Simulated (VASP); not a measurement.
# C (Fm-3m) in VASP: notebook

The runs below take C through single point, with PBE.

Everything below comes from runs of VASP 6.6.1. Logs are shortened: lines on timing, memory, paths and dates and some standing lists are left out, and cuts for length are marked.

**1. The cell of the first run**

Symmetry: Fm-3m, No. 225, cubic system. Conventional cell: a = 2.736 Å, b = 2.736 Å, c = 2.736 Å, α = 90.00°, β = 90.00°, γ = 90.00°. Within 2.6 Å of C (site symmetry m-3m) lie 12 C at 1.93 Å.

**2. Single point, PBE (volume scaled by 0.7)**

The input, INCAR:

```
SYSTEM = C
ALGO     = Normal         ! electronic algorithm
EDIFF    = 1E-6           ! SCF threshold, eV
ENCUT    = 520            ! plane-wave cutoff, eV
GGA      = PE             ! functional
ISIF     = 2              ! what is computed and relaxed
ISMEAR   = -1             ! smearing method
LASPH    = .TRUE.         ! aspherical terms in the spheres
LCHARG   = .FALSE.        ! write CHGCAR
LREAL    = .FALSE.        ! projectors in reciprocal space
LWAVE    = .FALSE.        ! write WAVECAR
NBANDS   = 8              ! bands
NELM     = 80             ! most SCF steps
PREC     = Accurate       ! precision mode
SIGMA    = 0.1            ! smearing width, eV
```

The input, KPOINTS:

```
k-points
0
G
  22 22 22
  0 0 0
```

The input, POSCAR:

```
C
1.0
    0.0000000000      1.3679184549      1.3679184549
    1.3679184549      0.0000000000      1.3679184549
    1.3679184549      1.3679184549      0.0000000000
C
1
Direct
    0.0000000000      0.0000000000      0.0000000000
```

Potentials or basis: VASP PAW PBE potentials, release 64 (C).

Command:

```sh
> cat potpaw_PBE.64/C/POTCAR > POTCAR
> mpirun -np 1 vasp_std > vasp.out
```

OUTCAR:

```text
SYSTEM = C
   EDIFF = 1E-6
   ENCUT = 520
   GGA = PE
   ISIF = 2
   ISMEAR = -1
   LASPH = .TRUE.
   LREAL = .FALSE.
   NELM = 80
   PREC = Accurate

 ion  position               nearest neighbor table
   1  0.000  0.000  0.000-

  LATTYP: Found a face centered cubic cell.
 ALAT       =     2.7358369098

  Lattice vectors:

 A1 = (   0.0000000000,   1.3679184549,   1.3679184549)
 A2 = (   1.3679184549,   0.0000000000,   1.3679184549)
 A3 = (   1.3679184549,   1.3679184549,   0.0000000000)

Analysis of symmetry for initial positions (statically):
=====================================================================
 Subroutine PRICEL returns:
 Original cell was already a primitive cell.

 Routine SETGRP: Setting up the symmetry group for a
 face centered cubic supercell.

 Subroutine GETGRP returns: Found 48 space group operations
 (whereof 48 operations were pure point group operations)
 out of a pool of 48 trial point group operations.

The static configuration has the point symmetry O_h .

Analysis of symmetry for dynamics (positions and initial velocities):
=====================================================================
 Subroutine PRICEL returns:
 Original cell was already a primitive cell.

 Routine SETGRP: Setting up the symmetry group for a
 face centered cubic supercell.

 Subroutine GETGRP returns: Found 48 space group operations
 (whereof 48 operations were pure point group operations)
 out of a pool of 48 trial point group operations.

The dynamic configuration has the point symmetry O_h .

 Subroutine INISYM returns: Found 48 space group operations
 (whereof 48 operations are pure point group operations),
 and found     1 'primitive' translations

----------------------------------------------------------------------------------------

                                     Primitive cell

  volume of cell :       5.1193

  direct lattice vectors                    reciprocal lattice vectors
     0.000000000  1.367918455  1.367918455    -0.365518864  0.365518864  0.365518864
     1.367918455  0.000000000  1.367918455     0.365518864 -0.365518864  0.365518864
     1.367918455  1.367918455  0.000000000     0.365518864  0.365518864 -0.365518864

  length of vectors
     1.934528831  1.934528831  1.934528831     0.633097244  0.633097244  0.633097244

  position of ions in fractional coordinates (direct lattice)
[... 71 lines left out ...]
   ISPIN  =      1    spin polarized calculation?
   LNONCOLLINEAR =      F non collinear calculations
   LSORBIT =      F    spin-orbit coupling
   LASPH  =      T    aspherical Exc in radial PAW
   ENCUT  =  520.0 eV  38.22 Ry    6.18 a.u.   3.60  3.60  3.60*2*pi/ulx,y,z
   NELM   =     80;   NELMIN=  2; NELMDL= -5     # of ELM steps
   EDIFF  = 0.1E-05   stopping-criterion for ELM
   LREAL  =      F    real-space projection
   EDIFFG = 0.1E-04   stopping-criterion for IOM
   NSW    =      0    number of steps for IOM
   IBRION =     -1    ionic relax: 0-MD 1-quasi-New 2-CG
   NFREE  =      0    steps in history (QN), initial steepest desc. (CG)
   ISIF   =      2    stress and relaxation
   ISYM   =      2    0-nonsym 1-usesym 2-fastsym
   POTIM  = 0.5000    time-step for ionic-motion
   TEBEG  =    0.0;   TEEND  =   0.0 temperature during run
   PSTRESS=    0.0 pullay stress
   NELECT =       4.0000    total number of electrons
   NUPDOWN=      -1.0000    fix difference up-down
   EMIN   =  10.00;   EMAX   =-10.00  energy-range for DOS
   EFERMI =   0.00;   METHOD = LEGACY
   ISMEAR =    -1;   SIGMA  =   0.10  broadening in eV -4-tet -1-fermi 0-gaus
   EFERMI_NEDOS =   21; number of points for ismear=-14 and -15
   IALGO  =     38    algorithm
   IMIX   =      4    mixing-type and parameters
     AMIX     =   0.40;   BMIX     =  1.00
     AMIX_MAG =   1.60;   BMIX_MAG =  1.00
  volume/ion in A,a.u.               =       5.12        34.55
  Fermi-wavevector in a.u.,A,eV,Ry     =   1.507849  2.849422 30.934338  2.273610
  Thomas-Fermi vector in A             =   2.618381
   LORBIT       =      0    0 simple, 1 ext, 2 COOP (PROOUT), +10 PAW based schemes
   GGA     = PE    functional components
   LHFCALC =     F    Hartree Fock is set to
   AEXX    =    0.0000 exact exchange contribution
   IVDW    =     0    specifies the selected vdW correction
   LEPSILON=     F    determine dielectric tensor
   LRPA    =     F    only Hartree local field effects (RPA)
 non-spin polarized calculation
  energy-cutoff  :      520.00
  volume of cell :        5.12
 maximum number of plane-waves:       145
   NGX =  7   NGY =  7   NGZ =  7

 number of electron       4.0000000 magnetization

 Free energy of the ion-electron system (eV)
  ---------------------------------------------------
  ext. energy  EPLUGINS =         0.00000000
  ---------------------------------------------------
  free energy    TOTEN  =        -4.12903024 eV

  energy without entropy =       -4.11896409  energy(sigma->0) =       -4.12399716

 E-fermi :  13.3106     XC(G=0): -14.4653

 val. band max:       13.2479954484   @ k =   0.3636   0.1818   0.0000
 cond. band min:      13.3136775153   @ k =  -0.2727   0.2727   0.0455
 fundamental gap:      0.0656820669
 Fermi energy:        13.3105719539

 k-point     1 :       0.0000    0.0000    0.0000
  band No.  band energies     occupation
      1     -11.0177      2.00000
      2      24.3589      0.00000
      3      24.3589      0.00000
      4      24.3589      0.00000
      5      48.3188      0.00000
      6      48.3188      0.00000
      7      48.3188      0.00000
      8      53.4259      0.00000
[... 243 lines left out ...]
 k-point    24 :      -0.4545    0.0455    0.0000
  band No.  band energies     occupation
      1      -0.2479      2.00000
      2       3.2192      2.00000
      3      21.3973      0.00000
      4      21.7614      0.00000
      5      43.1100      0.00000
      6      45.2599      0.00000
      7      45.2729      0.00000
      8      49.6200      0.00000

 [... further k-points ...]
[... 5 lines left out ...]
  --------------------------------------------------------------------------------------
  -------------------------------------------------------------------------------------
  Total        3.2968053      3.2968053      3.2968053     -0.0000000     -0.0000000      0.0000000
  in kB     1031.7946159   1031.7946159   1031.7946159     -0.0000000     -0.0000000      0.0000000
  external PRESSURE =    1031.7946159 kB  Pullay stress =       0.0000000 kB

 VOLUME and BASIS-vectors are now :
 -----------------------------------------------------------------------------
  energy-cutoff  :      520.00
  volume of cell :        5.12
      direct lattice vectors                 reciprocal lattice vectors
     0.000000000  1.367918455  1.367918455    -0.365518864  0.365518864  0.365518864
     1.367918455  0.000000000  1.367918455     0.365518864 -0.365518864  0.365518864
     1.367918455  1.367918455  0.000000000     0.365518864  0.365518864 -0.365518864

 POSITION                                       TOTAL-FORCE (eV/Angst)
 -----------------------------------------------------------------------------------
      0.00000      0.00000      0.00000         0.000000      0.000000      0.000000
 -----------------------------------------------------------------------------------
    total drift:                               -0.000000     -0.000000     -0.000000

  FREE ENERGIE OF THE ION-ELECTRON SYSTEM (eV)
  ---------------------------------------------------
  free  energy   TOTEN  =        -4.1290302387 eV

  energy  without entropy=       -4.1189640866  energy(sigma->0) =       -4.12399716
```

stdout:

```text
POSCAR found type information on POSCAR C
 POSCAR found :  1 types and       1 ions
 scaLAPACK will be used
 LDA part: xc-table for (Slater+PW92), standard interpolation
 POSCAR, INCAR and KPOINTS ok, starting setup
 FFT: planning ... GRIDC
 FFT: planning ... GRID_SOFT
 FFT: planning ... GRID
 WAVECAR not read
 entering main loop
```

It took 6.1 s on 1 thread of Intel Xeon Platinum 8259CL at 2.50GHz (Skylake/Cascade Lake), shared host; peak memory 0.11 GiB.

Results:

```yaml
Free_energy: -4.1290 eV
Pressure: 103.2 GPa
Band_gap_on_the_k_mesh: zero (band 2 reaches 24.36 eV, above the bottom of band 3 at 9.27 eV)
```

**3. Single point, PBE (volume scaled by 0.8)**

The input, INCAR:

```
ALGO = Normal
EDIFF = 1E-7
ENCUT = 520
GGA = PE
ISIF = 2
ISMEAR = -1
LASPH = True
LCHARG = True
LELF = True
LREAL = False
LVHAR = True
LWAVE = False
NBANDS = 8
NELM = 80
PREC = Accurate
SIGMA = 0.1
```

The input, KPOINTS:

```
k-points
0
Gamma
  22 22 22
```

The input, POSCAR:

```
C
1.0
    0.0000000000      1.4301805180      1.4301805180
    1.4301805180      0.0000000000      1.4301805180
    1.4301805180      1.4301805180      0.0000000000
C
1
Direct
    0.0000000000      0.0000000000      0.0000000000
```

Potentials or basis: VASP PAW PBE potentials, release 64 (C).

Command:

```sh
> cat potpaw_PBE.64/C/POTCAR > POTCAR
> mpirun -np 1 vasp_std > vasp.out
```

Run time: 8.8 s. Hardware: 1 thread of Intel Xeon Platinum 8259CL at 2.50GHz (Skylake/Cascade Lake), shared host; peak memory 0.11 GiB.

It converged, with:

* Free energy: -4.4724 eV
* Pressure: 51.1 GPa
* Band gap on the k mesh: zero (band 2 reaches 20.76 eV, above the bottom of band 3 at 7.12 eV)

Levels at points of the mesh, in eV from the Fermi level:
| k point | band 1 | band 2 | band 3 | band 4 | band 5 | band 6 |
| --- | --- | --- | --- | --- | --- | --- |
| (0.00, 0.00, 0.00) | -22.01 | 9.82 | 9.82 | 9.82 | 33.05 | 33.05 |
| (0.50, 0.00, 0.00) | -11.10 | -10.30 | 7.61 | 7.61 | 28.92 | 30.02 |
| (0.50, 0.50, 0.00) | -8.76 | -5.30 | 2.44 | 2.44 | 16.47 | 17.02 |

**4. Single point, PBE (volume scaled by 0.8)**

The input, INCAR:

```
SYSTEM = C
PREC = Accurate
ENCUT = 520
EDIFF = 1E-6
ISMEAR = -1
SIGMA = 0.1
LREAL = .False.
LASPH = .True.
NELM = 100
ALGO = Normal
ISIF = 2
LWAVE = .False.
LCHARG = .True.
GGA = PE
LELF = .True.
LVHAR = .True.
NBANDS = 8
```

The input, KPOINTS:

```
Automatic mesh
0
Gamma
  22 22 22
  0 0 0
```

POSCAR is that of step 3.

Command:

```sh
> cat potpaw_PBE.64/C/POTCAR > POTCAR
> mpirun -np 1 vasp_std > vasp.out
```

Run time: 7.1 s. Hardware: 1 thread of Intel Xeon Platinum 8259CL at 2.50GHz (Skylake/Cascade Lake), shared host; peak memory 0.11 GiB.

It converged, with:

```
Free energy            : -4.4724 eV
Pressure               : 51.1 GPa
Band gap on the k mesh : zero (band 2 reaches 20.76 eV, above the bottom of band 3 at 7.12 eV)
```

Levels at points of the mesh, in eV from the Fermi level:
| k point | band 1 | band 2 | band 3 | band 4 | band 5 |
| --- | --- | --- | --- | --- | --- |
| (0.00, 0.00, 0.00) | -22.01 | 9.82 | 9.82 | 9.82 | 33.05 |
| (0.50, 0.00, 0.00) | -11.10 | -10.30 | 7.61 | 7.61 | 28.92 |
| (0.50, 0.50, 0.00) | -8.76 | -5.30 | 2.44 | 2.44 | 16.47 |

**5. Single point, PBE (volume scaled by 0.9)**

The input, INCAR:

```
PREC     = Accurate       # precision mode
ENCUT    = 520            # plane-wave cutoff, eV
EDIFF    = 1E-6           # SCF threshold, eV
ISMEAR   = -1             # smearing method
SIGMA    = 0.1            # smearing width, eV
LREAL    = F              # projectors in reciprocal space
LASPH    = T              # aspherical terms in the spheres
NELM     = 80             # most SCF steps
ALGO     = Normal         # electronic algorithm
ISIF     = 2              # what is computed and relaxed
LWAVE    = F              # write WAVECAR
LCHARG   = F              # write CHGCAR
GGA      = PE             # functional
NBANDS   = 8              # bands
```

The input, KPOINTS:

```
regular mesh
0
Gamma
  22 22 22
```

The input, POSCAR:

```
C
1.0
    0.0000000000      1.4874476798      1.4874476798
    1.4874476798      0.0000000000      1.4874476798
    1.4874476798      1.4874476798      0.0000000000
C
1
Direct
    0.0000000000      0.0000000000      0.0000000000
```

Command:

```sh
> cat potpaw_PBE.64/C/POTCAR > POTCAR
> mpirun -np 1 vasp_std > vasp.out
```

Wall time 9.5 s (1 thread of Intel Xeon Platinum 8259CL at 2.50GHz (Skylake/Cascade Lake), shared host); peak memory 0.12 GiB.

The run converged. Its results:

| Item | Value |
| --- | --- |
| Free energy | -4.6273 eV |
| Pressure | 19.2 GPa |
| Band gap on the k mesh | zero (band 2 reaches 17.89 eV, above the bottom of band 3 at 5.64 eV) |

Levels at points of the mesh, in eV from the Fermi level:
```
           k point  band 1  band 2  band 3  band 4  band 5  band 6
(0.00, 0.00, 0.00)  -20.18    8.82    8.82    8.82   31.41   31.41
(0.50, 0.00, 0.00)   -9.78   -9.70    6.89    6.89   26.57   28.65
(0.50, 0.50, 0.00)   -7.62   -5.38    2.37    2.37   15.52   16.67
```

**6. Single point, PBE (volume scaled by 0.9)**

The input, INCAR:

```
SYSTEM = C
ALGO = Normal
EDIFF = 1E-6
ENCUT = 520
GGA = PE
ISIF = 2
ISMEAR = -1
LASPH = .True.
LCHARG = .False.
LREAL = .False.
LWAVE = .False.
NBANDS = 8
NELM = 80
PREC = Accurate
SIGMA = 0.1
```

The input, KPOINTS:

```
k-points
0
Gamma
  22 22 22
  0 0 0
```

POSCAR is that of step 5.

Potentials or basis: VASP PAW PBE potentials, release 64 (C).

Command:

```sh
> cat potpaw_PBE.64/C/POTCAR > POTCAR
> mpirun -np 1 vasp_std > vasp.out
```

Wall time 7 s (1 thread of Intel Xeon Platinum 8259CL at 2.50GHz (Skylake/Cascade Lake), shared host); peak memory 0.12 GiB.

The run converged. Its results:

```
Free energy            : -4.6273 eV
Pressure               : 19.2 GPa
Band gap on the k mesh : zero (band 2 reaches 17.89 eV, above the bottom of band 3 at 5.64 eV)
```

Levels at points of the mesh, in eV from the Fermi level:
| k point | band 1 | band 2 | band 3 | band 4 | band 5 | band 6 | band 7 |
| --- | --- | --- | --- | --- | --- | --- | --- |
| (0.00, 0.00, 0.00) | -20.18 | 8.82 | 8.82 | 8.82 | 31.41 | 31.41 | 31.41 |
| (0.50, 0.00, 0.00) | -9.78 | -9.70 | 6.89 | 6.89 | 26.57 | 28.65 | 28.65 |
| (0.50, 0.50, 0.00) | -7.62 | -5.38 | 2.37 | 2.37 | 15.52 | 16.67 | 40.26 |

**7. The runs side by side**

```csv
cell,gap on the mesh (eV),pressure (GPa)
"a = 1.935 Å, angles 60.0°, 1 atom",none,103.2
"a = 2.023 Å, angles 60.0°, 1 atom",none,51.1
"a = 2.104 Å, angles 60.0°, 1 atom",none,19.2
```

Alike in all rows: task single point; level PBE; potentials or basis VASP PAW PBE potentials, release 64 (C); no spin polarisation; k mesh 22 × 22 × 22; cutoff (eV) 520; smearing fermi-dirac 0.1 eV.

Total energies depend on the potentials used, so only differences within one code and one set of settings carry meaning.
